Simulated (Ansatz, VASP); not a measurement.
## Two plane-wave programs on Au

Contents of POSCAR:

```
Au
1.0
   -1.6572700000      1.6572700000      1.6572700000
    1.6572700000     -1.6572700000      1.6572700000
    1.6572700000      1.6572700000     -1.6572700000
Au
1
Direct
    0.0000000000      0.0000000000      0.0000000000
```

File INCAR.step1:

```
SYSTEM = Au
  ALGO = Normal
  EDIFF = 1E-5
  ENCUT = 550
  GGA = PE
  GGA_COMPAT = .False.
  ISMEAR = -1
  LASPH = .True.
  LCHARG = .False.
  LREAL = .False.
  LWAVE = .True.
  NBANDS = 12
  NELM = 120
  PREC = Accurate
  SIGMA = 0.1
```

File INCAR.step2:

```
SYSTEM = Au
  ALGO = Normal
  EDIFF = 1E-6
  ENCUT = 550
  GGA_COMPAT = .False.
  ISIF = 2
  ISMEAR = -1
  ISTART = 1
  LASPH = .True.
  LCHARG = .True.
  LELF = .True.
  LMIXTAU = .True.
  LREAL = .False.
  LVHAR = .True.
  LWAVE = .False.
  METAGGA = R2SCAN
  NBANDS = 12
  NELM = 120
  PREC = Accurate
  SIGMA = 0.1
```

KPOINTS

```
k-points
0
Gamma
  8 8 8
  0 0 0
```

Input for Ansatz:

```yaml
crystal:
  lattice:
    - [-1.65727, 1.65727, 1.65727]
    - [1.65727, -1.65727, 1.65727]
    - [1.65727, 1.65727, -1.65727]
  atoms:
    - { symbol: Au, position: [0.0, 0.0, 0.0] }
basis:
  ecutwfc: 650.0
  xc_grid: 2
kpoints:
  mp_grid:
    grid: [8, 8, 8]
hamiltonian:
  xc: r2scan
scf:
  convergence:
    dr2_threshold: 1.0e-09
  occupations:
    method: fermi_dirac
output:
  forces: true
  stress: true
```

Alike in both runs: task single point; functional r2SCAN; k mesh 8 × 8 × 8; no spin polarisation.

|  | VASP | Ansatz |
| --- | --- | --- |
| version | VASP 6.6.1 | Ansatz 0.2.0 |
| potentials or method | VASP PAW PBE potentials, release 64 (Au), cutoff 550 eV | plane waves, PAW |
| occupations | fermi-dirac, width 0.1 eV | fermi-dirac |
| valence electrons in the cell | 11 | 19 |

Ansatz gave:

```
pressure (GPa) : -4.7
```

Question: Estimate VASP's values.

Answer: Pressure (GPa): -4.5.

VASP's potentials were made for PBE, not for r2SCAN. VASP's potentials hold 11 valence electrons a cell and Ansatz's 19, so a difference there can come from the potentials and not from the codes. Ansatz's warnings: stress scf threshold loose.

Spin-orbit coupling is off throughout.
